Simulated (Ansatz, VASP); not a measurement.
# Sc: VASP beside Ansatz

```xyz
1
Lattice="-1.9172 1.9172 1.7176 1.9172 -1.9172 1.7176 1.9172 1.9172 -1.7176" Properties=species:S:1:pos:R:3 pbc="T T T"
Sc    0.0000    0.0000    0.0000
```

Alike in both runs: functional RPBE; dispersion D3(BJ); k mesh 10 × 10 × 10; occupations fermi-dirac, width 0.05 eV; collinear spin.

|  | VASP | Ansatz |
| --- | --- | --- |
| version | VASP 6.6.1 | Ansatz 0.2.0 |
| potentials or method | VASP PAW PBE potentials, release 64 (Sc_sv) | PseudoDojo standard (PBEsol files) |
| plane-wave cutoff (eV) | 520 | 1061 |
| valence electrons in the cell | 11 | 11 |
| task | single point | atomic charges |

|  | VASP | Ansatz | Ansatz less VASP |
| --- | --- | --- | --- |
| gap on the k mesh at the Fermi level (eV) | none | none | - |
| pressure (GPa) | -18.9 | -19.0 | -0.12 |
| traceless stress, the component that is largest in VASP (GPa) | 0.68 | 0.80 | +0.124 |
| net moment per atom (μB) | 0.05 | 0.27 | +0.219 |
| size of the moment on the site where the two differ most (μB) | 0.03 | 0.17 | +0.146 |

The net moments are unlike, so the other rows may belong to different states. VASP's potentials were made for PBE, not for RPBE. Site moments also hang on the region over which each program counts them. A gap of «none» marks a metal or a gap that the smearing closes.

Noted on Ansatz's run: the potentials were made for another functional, which shifts forces and pressure.
